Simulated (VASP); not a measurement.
Wanted: the native input for a VASP 6.6.1 run.

| Quantity | Value |
| --- | --- |
| Task | single point |
| Functional | PBEsol |
| Potentials or basis | VASP PAW PBE potentials, release 64 (Ta_pv, F) |
| Cutoff | 520 eV |
| k mesh | 11 × 11 × 1 |
| Occupations | gaussian, width 0.1 eV |
| Spin | no spin polarisation |
| Dipole correction | yes |
| Further INCAR settings | ALGO = Normal; EDIFF = 1e-06; NBANDS = 34 |

The structure of Ta4F lies in POSCAR:

```
Ta4F
1.0
    2.8410132457      0.0000000000      0.0000000000
   -0.9470044152      2.6785329753      0.0000000000
    0.0000000000      0.0000000000     25.9590328043
Ta F
4 1
Direct
    0.5000000000      0.5000000000      0.3274390099
    0.0000000000      0.0000000000      0.4167981790
    0.5000000000      0.5000000000      0.5042626520
    0.0000000000      0.0000000000      0.5983338419
    0.0000000000      0.0000000000      0.6697817618
```

These files were run (other wordings do the same):

INCAR

```
PREC = Accurate
ENCUT = 520
EDIFF = 1E-6
ISMEAR = 0
SIGMA = 0.1
LREAL = F
LASPH = T
NELM = 100
ALGO = Normal
ISIF = 2
LWAVE = F
LCHARG = F
LDIPOL = T
IDIPOL = 3
DIPOL = 0.5 0.5 0.503
GGA = PS
NBANDS = 34
```

KPOINTS

```
Automatic mesh
0
Gamma
  11 11 1
```

Potentials or basis: VASP PAW PBE potentials, release 64 (Ta_pv, F).

Command:

```console
$ cat potpaw_PBE.64/Ta_pv/POTCAR potpaw_PBE.64/F/POTCAR > POTCAR
$ mpirun -np 1 vasp_std > vasp.out
```

Results of the run:

```
Largest force : 0.380 eV/Å
```

Caveat: the PAW data sets were made with another functional, which shifts forces and pressure a little; an odd number of electrons without spin polarisation forces a metal; a magnetic or distorted state may lie lower.

It used 420 s of CPU time on 1 thread of AMD EPYC 7R13 Processor (Zen 3), on a shared host.
